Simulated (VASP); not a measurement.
A run of VASP 6.6.1 is set up as follows.

The input POSCAR:

```
BiB
1.0
    3.9413913764      0.0000000000      0.0000000000
   -1.9706956882      3.4133450583      0.0000000000
    0.0000000000      0.0000000000      6.5004873296
B Bi
2 2
Direct
    0.3333333333      0.6666666667      0.0002433735
    0.6666666667      0.3333333333      0.5002433735
    0.3333333333      0.6666666667      0.3747566265
    0.6666666667      0.3333333333      0.8747566265
```

File INCAR.step1:

```
ALGO = Normal
EDIFF = 1E-4
ENCUT = 520
GGA = PE
ISMEAR = -1
LASPH = True
LCHARG = False
LREAL = False
LWAVE = True
NBANDS = 26
NELM = 60
PREC = Accurate
SIGMA = 0.02
```

File INCAR.step2:

```
ALGO = Normal
EDIFF = 1E-6
ENCUT = 520
ISIF = 2
ISMEAR = -1
ISTART = 1
LASPH = True
LCHARG = True
LELF = True
LMIXTAU = True
LREAL = False
LVHAR = True
LWAVE = False
METAGGA = R2SCAN
NBANDS = 26
NELM = 60
PREC = Accurate
SIGMA = 0.02
```

The input KPOINTS:

```
k-points
0
Gamma
  6 6 4
```

Potentials or basis: VASP PAW PBE potentials, release 64 (B, Bi_d).

Launch:

```bash
$ cat potpaw_PBE.64/B/POTCAR potpaw_PBE.64/Bi_d/POTCAR > POTCAR
$ cp INCAR.step1 INCAR
$ mpirun -np 1 vasp_std > vasp.out
$ cp INCAR.step2 INCAR
$ mpirun -np 1 vasp_std > vasp.out
```

Q: Predict the pressure.

A: -4.0 GPa.

Q: Predict the band gap on the k mesh.

A: Zero (filled and empty bands touch).

Q: Predict the largest force.

A: 0.010 eV/Å.

Stress tensor (GPa, compression positive):
```
-3.98  0.00  0.00
 0.00 -3.98  0.00
 0.00  0.00 -4.16
```

Caveat: the PAW data sets were made with another functional, which shifts forces and pressure a little; spin-orbit coupling is left out, which moves the levels of the heavy elements.
